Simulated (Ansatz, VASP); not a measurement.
# Two plane-wave programs on BP

The input INCAR:

```
  PREC = Accurate
  ENCUT = 520
  EDIFF = 1E-6
  ISMEAR = -1
  SIGMA = 0.05
  LREAL = F
  LASPH = T
  NELM = 100
  ALGO = Normal
  ISIF = 2
  LWAVE = F
  LCHARG = F
  GGA = PS
  NBANDS = 11
```

File KPOINTS:

```
regular mesh
0
Gamma
  15 15 15
```

Contents of POSCAR:

```
BP
1.0
    0.0000000000      2.1657861533      2.1657861533
    2.1657861533      0.0000000000      2.1657861533
    2.1657861533      2.1657861533      0.0000000000
B P
1 1
Direct
    0.0000000000      0.0000000000      0.0000000000
    0.2500000000      0.2500000000      0.2500000000
```

Input for Ansatz:

```yaml
crystal:
  lattice:
    - [0.0, 2.1657861533, 2.1657861533]
    - [2.1657861533, 0.0, 2.1657861533]
    - [2.1657861533, 2.1657861533, 0.0]
  atoms:
    - { symbol: B, position: [0.0, 0.0, 0.0] }
    - { symbol: P, position: [0.25, 0.25, 0.25] }
kpoints:
  mp_grid: { grid: [15, 15, 15] }
scf:
  occupations: { method: fermi_dirac, width: 0.05 }
hamiltonian:
  xc: pbesol
  pseudopotentials: { kind: paw }
output:
  forces: true
  stress: true
  eigenvalues: true
  populations: true
```

Change from the starting cell: volume scaled by 0.88, PAW files.

Alike in both runs: task single point; functional PBEsol; k mesh 15 × 15 × 15; occupations fermi-dirac, width 0.05 eV; no spin polarisation.

|  | VASP | Ansatz |
| --- | --- | --- |
| version | VASP 6.6.1 | Ansatz 0.2.0 |
| potentials or method | VASP PAW PBE potentials, release 64 (B, P) | PAW with Ansatz's default frozen-core files, scalar-relativistic |
| plane-wave cutoff (eV) | 520 | 420 |
| valence electrons in the cell | 8 | 8 |

Ansatz gave:

```
pressure (GPa) : 27.5
```

Question: Which values does VASP return?

Answer: Pressure (GPa): 27.6.

VASP's potentials were made for PBE, not for PBEsol. With one functional, cell and mesh, what is left measures potentials, basis and numerics.
